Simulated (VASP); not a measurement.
The system is Ir.

```
Ir
1.0
     2.75138    0.00000    0.00000
    -1.37569    2.38276    0.00000
     0.00000    0.00000    4.46229
Ir
2
Direct
  0.33333 0.66667 0.25000
  0.66667 0.33333 0.75000
```

This isn't the form of Ir at room conditions, which is fcc.

* Program: VASP 6.6.1
* Task: relaxation of cell and atoms
* Functional: RPBE
* Dispersion: D4
* Potentials or basis: VASP PAW PBE potentials, release 64 (Ir)
* Cutoff: 600 eV
* k mesh: 11 × 11 × 6
* Occupations: fermi-dirac, width 0.05 eV
* Spin: no spin polarisation

At the start: pressure -14.2 GPa; volume 14.63 Å³/atom.

**Question.** Where does the relaxation end?

**Answer.** Over 10 steps the energy falls by 25.9 meV/atom and the volume is 14.06 Å³/atom (-3.9 %); space group P6_3/mmc (No. 194, to 0.1 Å) before and after.

The path:
```
step  energy change (eV)  largest force (eV/Å)  pressure (GPa)  volume (Å³)
   1              0.0000                0.0000          -14.23        29.25
   2              0.8929                0.0000           88.82        24.09
   3             -0.0516                0.0000           -0.73        28.16
   4             -0.0518                0.0000           -0.15        28.12
   5             -0.0517                0.0000            0.21        28.10
   6             -0.0517                0.0000           -0.73        28.16
   7             -0.0518                0.0000           -0.08        28.12
   8             -0.0517                0.0000           -0.08        28.11
   9             -0.0517                0.0000            0.06        28.11
  10             -0.0517                0.0000           -0.04        28.11
```

Final structure:
```
Ir
1.0
     2.71513    0.00000    0.00000
    -1.35756    2.35137    0.00000
     0.00000    0.00000    4.40330
Ir
2
Direct
  0.33333 0.66667 0.25000
  0.66667 0.33333 0.75000
```

Caveat: the dispersion term is far too large for a dense solid, which distorts pressure and volume; the PAW data sets were made with another functional, which shifts forces and pressure a little.
